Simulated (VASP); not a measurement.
Al24N23O (a cell with a defect), 48 atoms in the cell. The cell holds a defect, 48 atoms: a = 9.339 Å, b = 6.226 Å, c = 9.962 Å, α = 90.00°, β = 90.00°, γ = 120.00°. 

| Property | Result |
| --- | --- |
| Program | VASP 6.6.1 |
| Task | single point |
| Functional | PBE |
| Potentials or basis | VASP PAW PBE potentials, release 64 (Al, O, N) |
| Cutoff | 520 eV |
| k mesh | 3 × 4 × 2 |
| Occupations | fermi-dirac, width 0.01 eV |
| Spin | no spin polarisation |
| Dipole correction | no |
| Charge | 1 |
| Further INCAR settings | LREAL = Auto; ALGO = Normal; EDIFF = 1e-06; NBANDS = 126; NELECT = 192.0 |

Potentials or basis: VASP PAW PBE potentials, release 64 (Al, O, N).

Command:

```console
$ cat potpaw_PBE.64/Al/POTCAR potpaw_PBE.64/O/POTCAR potpaw_PBE.64/N/POTCAR > POTCAR
$ mpirun -np 1 vasp_std > vasp.out
```

Hardware: 1 thread of Oxide Virtual Turin-like Processor (shared host).

Task: How long does it take, and how much memory?

Result: Run time: 70 min on 1 thread of Oxide Virtual Turin-like Processor, with other jobs on the host, peak memory 0.87 GiB. Counts: scf iterations 17, k points 14.
